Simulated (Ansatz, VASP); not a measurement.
Lu: VASP beside Ansatz

Contents of INCAR:

```
PREC = Accurate ; ENCUT = 520
EDIFF = 1E-6 ; ISMEAR = -1
SIGMA = 0.1 ; LREAL = F
LASPH = T ; NELM = 60
ALGO = Normal ; ISIF = 2
LWAVE = F ; LCHARG = T
GGA = RE ; LELF = T
LVHAR = T ; NBANDS = 18
```

KPOINTS

```
regular mesh
0
Gamma
  11 11 11
```

File POSCAR:

```
Lu
1.0
    3.3762920802      0.0000000000      0.0000000000
    0.0000000000      3.3762920802      0.0000000000
    0.0000000000      0.0000000000      3.3762920802
Lu
1
Direct
    0.0000000000      0.0000000000      0.0000000000
```

Input for Ansatz:

```yaml
crystal:
  lattice:
    - [3.3762920802, 0.0, 0.0]
    - [0.0, 3.3762920802, 0.0]
    - [0.0, 0.0, 3.3762920802]
  atoms:
    - { symbol: Lu, position: [0.0, 0.0, 0.0] }
hamiltonian:
  xc: revpbe
  pseudopotentials:
    kind: paw
    azcp:
      Lu: "pseudopotentials/Lu.paw.azcp"
basis:
  ecutwfc: 420
  fft_grid_basis: typed
kpoints:
  mp_grid: { grid: [11, 11, 11], shift: [0, 0, 0] }
magnetization:
  spin_polarized: false
scf:
  occupations: { method: fermi_dirac, width: 0.1 }
  lower_state_search: "off"
output:
  stress: true
```

Alike in both runs: task single point; functional revPBE; k mesh 11 × 11 × 11; occupations fermi-dirac, width 0.1 eV; no spin polarisation.

|  | VASP | Ansatz |
| --- | --- | --- |
| version | VASP 6.6.1 | Ansatz 0.2.0 |
| potentials or method | VASP PAW PBE potentials, release 64 (Lu), cutoff 520 eV | plane waves (420 eV) with PAW, scalar-relativistic |
| valence electrons in the cell | 25 | 25 |

```tsv
	VASP	Ansatz	Ansatz less VASP
pressure (GPa)	-2.5	-2.7	-0.15
```

VASP's potentials were made for PBE, not for revPBE.

Neither program's run includes spin-orbit coupling.
